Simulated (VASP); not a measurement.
# In (P6/mmm) in VASP: a series of runs, part 2 of 2

VASP 6.6.1.

### Step 3. Relaxation of shape and atoms at fixed volume, PBE

This run uses another cell than the first one, of 13.97 Å³/atom.

Input file INCAR:

```
PREC = Accurate ; ENCUT = 600
EDIFF = 1E-7 ; ISMEAR = -1
SIGMA = 0.1 ; LREAL = F
LASPH = T ; NELM = 60
ALGO = Normal ; ISIF = 4
LWAVE = F ; LCHARG = F
GGA = PE ; IBRION = 2
NSW = 50 ; EDIFFG = -0.005
```

Input file KPOINTS:

```
regular mesh
0
Gamma
  8 8 10
```

Input file POSCAR:

```
In
1.0
    4.2866114725      0.0000000000      0.0000000000
   -2.1433057363      3.7123144313      0.0000000000
    0.0000000000      0.0000000000      2.6337651043
In
3
Direct
    0.0000000000      0.0000000000      0.0000000000
    0.3333333333      0.6666666667      0.5000000000
    0.6666666667      0.3333333333      0.5000000000
```

Potentials or basis: VASP PAW PBE potentials, release 64 (In_d).

On the command line:

```
$ cat potpaw_PBE.64/In_d/POTCAR > POTCAR
$ mpirun -np 1 vasp_std > vasp.out
```

OUTCAR:

```text
PREC = Accurate
   ENCUT = 600
   EDIFF = 1E-7
   ISMEAR = -1
   LREAL = F
   LASPH = T
   NELM = 60
   ISIF = 4
   GGA = PE
   IBRION = 2
   NSW = 50
   EDIFFG = -0.005

 ion  position               nearest neighbor table
   1  0.000  0.000  0.000-   2 2.80   3 2.80   2 2.80   3 2.80   2 2.80   2 2.80   3 2.80   3 2.80
                             3 2.80   3 2.80   2 2.80   2 2.80
   2  0.333  0.667  0.500-   3 2.47   3 2.47   3 2.47   1 2.80   1 2.80   1 2.80   1 2.80   1 2.80
                             1 2.80   3 3.61   3 3.61   3 3.61   3 3.61   3 3.61   3 3.61
   3  0.667  0.333  0.500-   2 2.47   2 2.47   2 2.47   1 2.80   1 2.80   1 2.80   1 2.80   1 2.80
                             1 2.80   2 3.61   2 3.61   2 3.61   2 3.61   2 3.61   2 3.61

  LATTYP: Found a hexagonal cell.
 ALAT       =     4.2866114725
 C/A-ratio  =     0.6144165668

  Lattice vectors:

 A1 = (   4.2866114725,   0.0000000000,   0.0000000000)
 A2 = (  -2.1433057363,   3.7123144313,   0.0000000000)
 A3 = (   0.0000000000,   0.0000000000,   2.6337651043)

Analysis of symmetry for initial positions (statically):
=====================================================================
 Subroutine PRICEL returns:
 Original cell was already a primitive cell.

 Routine SETGRP: Setting up the symmetry group for a
 hexagonal supercell.

 Subroutine GETGRP returns: Found 24 space group operations
 (whereof 24 operations were pure point group operations)
 out of a pool of 24 trial point group operations.

The static configuration has the point symmetry D_6h.

Analysis of symmetry for dynamics (positions and initial velocities):
=====================================================================
 Subroutine PRICEL returns:
 Original cell was already a primitive cell.

 Routine SETGRP: Setting up the symmetry group for a
 hexagonal supercell.

 Subroutine GETGRP returns: Found 24 space group operations
 (whereof 24 operations were pure point group operations)
 out of a pool of 24 trial point group operations.

The dynamic configuration has the point symmetry D_6h.

 Subroutine INISYM returns: Found 24 space group operations
 (whereof 24 operations are pure point group operations),
 and found     1 'primitive' translations

----------------------------------------------------------------------------------------

                                     Primitive cell

  volume of cell :      41.9118

  direct lattice vectors                    reciprocal lattice vectors
     4.286611472  0.000000000  0.000000000     0.233284497  0.134686867  0.000000000
    -2.143305736  3.712314431  0.000000000     0.000000000  0.269373734  0.000000000
     0.000000000  0.000000000  2.633765104     0.000000000  0.000000000  0.379684581

  length of vectors
     4.286611472  4.286611472  2.633765104     0.269373734  0.269373734  0.379684581

  position of ions in fractional coordinates (direct lattice)
     0.000000000  0.000000000  0.000000000
     0.333333333  0.666666667  0.500000000
     0.666666667  0.333333333  0.500000000

  ion indices of the primitive-cell ions
   primitive index   ion index
                 1           1
                 2           2
                 3           3
[... 34 lines left out ...]
  0.125000  0.125000  0.000000      6.000000
[... 16 lines left out ...]
  0.250000 -0.000000  0.200000     12.000000
  0.375000 -0.000000  0.200000     12.000000
 [... further k-points ...]
   k-points           NKPTS =     60   k-points in BZ     NKDIM =     60   number of bands    NBANDS=     23
   number of dos      NEDOS =    301   number of ions     NIONS =      3
   total plane-waves  NPLWV =  31104
   dimension x,y,z NGX =    36 NGY =   36 NGZ =   24
   dimension x,y,z NGXF=    72 NGYF=   72 NGZF=   48
   ions per type =               3
   NGX,Y,Z   is equivalent  to a cutoff of  13.96, 13.96, 15.15 a.u.
   NGXF,Y,Z  is equivalent  to a cutoff of  27.92, 27.92, 30.30 a.u.
 SYSTEM =  unknown system
   PREC   = accura    normal or accurate (medium, high low for compatibility)
   ISTART =      0    job   : 0-new  1-cont  2-samecut
   ICHARG =      2    charge: 1-file 2-atom 10-const
   ISPIN  =      1    spin polarized calculation?
   LNONCOLLINEAR =      F non collinear calculations
   LSORBIT =      F    spin-orbit coupling
   LASPH  =      T    aspherical Exc in radial PAW
   ENCUT  =  600.0 eV  44.10 Ry    6.64 a.u.   8.56  8.56  5.26*2*pi/ulx,y,z
   NELM   =     60;   NELMIN=  2; NELMDL= -5     # of ELM steps
   EDIFF  = 0.1E-06   stopping-criterion for ELM
   LREAL  =      F    real-space projection
   EDIFFG = -.5E-02   stopping-criterion for IOM
   NSW    =     50    number of steps for IOM
   IBRION =      2    ionic relax: 0-MD 1-quasi-New 2-CG
   NFREE  =      1    steps in history (QN), initial steepest desc. (CG)
   ISIF   =      4    stress and relaxation
   ISYM   =      2    0-nonsym 1-usesym 2-fastsym
   POTIM  = 0.5000    time-step for ionic-motion
   TEBEG  =    0.0;   TEEND  =   0.0 temperature during run
   PSTRESS=    0.0 pullay stress
   NELECT =      39.0000    total number of electrons
   NUPDOWN=      -1.0000    fix difference up-down
   EMIN   =  10.00;   EMAX   =-10.00  energy-range for DOS
   EFERMI =   0.00;   METHOD = LEGACY
   ISMEAR =    -1;   SIGMA  =   0.10  broadening in eV -4-tet -1-fermi 0-gaus
   EFERMI_NEDOS =   21; number of points for ismear=-14 and -15
   IALGO  =     38    algorithm
   IMIX   =      4    mixing-type and parameters
     AMIX     =   0.40;   BMIX     =  1.00
     AMIX_MAG =   1.60;   BMIX_MAG =  1.00
  volume/ion in A,a.u.               =      13.97        94.28
  Fermi-wavevector in a.u.,A,eV,Ry     =   1.598273  3.020299 34.755780  2.554478
  Thomas-Fermi vector in A             =   2.695749
   LORBIT       =      0    0 simple, 1 ext, 2 COOP (PROOUT), +10 PAW based schemes
   GGA     = PE    functional components
   LHFCALC =     F    Hartree Fock is set to
   AEXX    =    0.0000 exact exchange contribution
   IVDW    =     0    specifies the selected vdW correction
   LEPSILON=     F    determine dielectric tensor
   LRPA    =     F    only Hartree local field effects (RPA)
 conjugate gradient relaxation of ions
 non-spin polarized calculation
  energy-cutoff  :      600.00
  volume of cell :       41.91
 maximum number of plane-waves:      1424
 NGX is ok and might be reduce to    36
   NGX = 17   NGY = 17   NGZ = 11

--------------------------------------- Ionic step        1  -------------------------------------------

 number of electron      38.9999987 magnetization

 Free energy of the ion-electron system (eV)
  ---------------------------------------------------
  ext. energy  EPLUGINS =         0.00000000
  ---------------------------------------------------
  free energy    TOTEN  =         1.60763734 eV

  energy without entropy =        1.64080128  energy(sigma->0) =        1.62421931

------------------------ aborting loop because EDIFF is reached ----------------------------------------

  FORCE on cell =-STRESS in cart. coord.  units (eV):
  Direction    XX          YY          ZZ          XY          YZ          ZX
  --------------------------------------------------------------------------------------
  -------------------------------------------------------------------------------------
  Total       37.8151440     37.8151440     35.6612750     -0.0000000     -0.0000000      0.0000000
  in kB     1445.5743257   1445.5743256   1363.2375305     -0.0000000     -0.0000000      0.0000000
  external PRESSURE =    1418.1287273 kB  Pullay stress =       0.0000000 kB
[... 98 lines left out ...]
--------------------------------------- Ionic step        4  -------------------------------------------

 number of electron      38.9999981 magnetization

 Free energy of the ion-electron system (eV)
  ---------------------------------------------------
  ext. energy  EPLUGINS =         0.00000000
  ---------------------------------------------------
  free energy    TOTEN  =         1.59213855 eV

  energy without entropy =        1.62957382  energy(sigma->0) =        1.61085619

 E-fermi :  17.9561     XC(G=0): -13.6237

 val. band max:       17.9410598048   @ k =   0.1250   0.1250   0.5000
 cond. band min:      17.9645019618   @ k =   0.1250  -0.0000   0.5000
 fundamental gap:      0.0234421570
 Fermi energy:        17.9560749598

 k-point     1 :       0.0000    0.0000    0.0000
  band No.  band energies     occupation
      1      -0.1640      2.00000
      2       0.8223      2.00000
      3       0.8709      2.00000
      4       1.0514      2.00000
      5       1.0514      2.00000
      6       1.3373      2.00000
[... 613 lines left out ...]
     22      22.5015      0.00000
     23      23.7279      0.00000

 [... further k-points ...]

------------------------ aborting loop because EDIFF is reached ----------------------------------------

  FORCE on cell =-STRESS in cart. coord.  units (eV):
  Direction    XX          YY          ZZ          XY          YZ          ZX
  --------------------------------------------------------------------------------------
  -------------------------------------------------------------------------------------
  Total       37.0524500     37.0524500     37.0363085     -0.0000000     -0.0000000     -0.0000000
  in kB     1416.4185229   1416.4185229   1415.8014741     -0.0000000     -0.0000000     -0.0000000
  external PRESSURE =    1416.2128399 kB  Pullay stress =       0.0000000 kB
[... 18 lines left out ...]
  FREE ENERGIE OF THE ION-ELECTRON SYSTEM (eV)
  ---------------------------------------------------
  free  energy   TOTEN  =         1.5921385518 eV

  energy  without entropy=        1.6295738238  energy(sigma->0) =        1.61085619

 reached required accuracy - stopping structural energy minimisation
```

Run time: 3.7 min. Hardware: 1 thread of Intel Xeon 8259CL, shared host; peak memory 0.21 GiB.

Results:

```yaml
Free_energy: 1.5921 eV
Energy_gained_by_relaxing: 5.2 meV/atom
Ionic_steps: 4
Pressure_after_relaxing: 141.6 GPa
```

The path:
| step | energy change (eV) | largest force (eV/Å) | pressure (GPa) | volume (Å³) |
| --- | --- | --- | --- | --- |
| 1 | 0.0000 | 0.0000 | 141.81 | 41.91 |
| 2 | -0.0087 | 0.0000 | 141.71 | 41.91 |
| 3 | -0.0155 | 0.0000 | 141.62 | 41.91 |
| 4 | -0.0155 | 0.0000 | 141.62 | 41.91 |

Final structure:
```yaml
crystal:
  lattice:
    - [4.31789, 0.00000, 0.00000]
    - [-2.15895, 3.73940, 0.00000]
    - [0.00000, 0.00000, 2.59574]
  atoms:
    - { symbol: In, position: [0.00000, 0.00000, 0.00000] }
    - { symbol: In, position: [0.33333, 0.66667, 0.50000] }
    - { symbol: In, position: [0.66667, 0.33333, 0.50000] }
```

Levels at points of the mesh, in eV from the Fermi level:
```csv
k point,band 17,band 18,band 19,band 20,band 21,band 22
"(0.00, 0.00, 0.00)",-2.74,-2.74,-2.71,-2.71,-2.10,-1.85
"(0.50, 0.00, 0.00)",-12.28,-7.17,-4.07,6.10,6.18,6.18
"(0.00, 0.00, 0.50)",-8.49,0.86,1.08,1.08,1.84,2.40
"(0.50, 0.00, 0.50)",-6.19,-4.56,-4.23,-0.51,-0.06,1.14
```

Caveat: the highest band is partly filled, so the run has too few bands; spin-orbit coupling is left out, which moves the levels of the heavy elements.
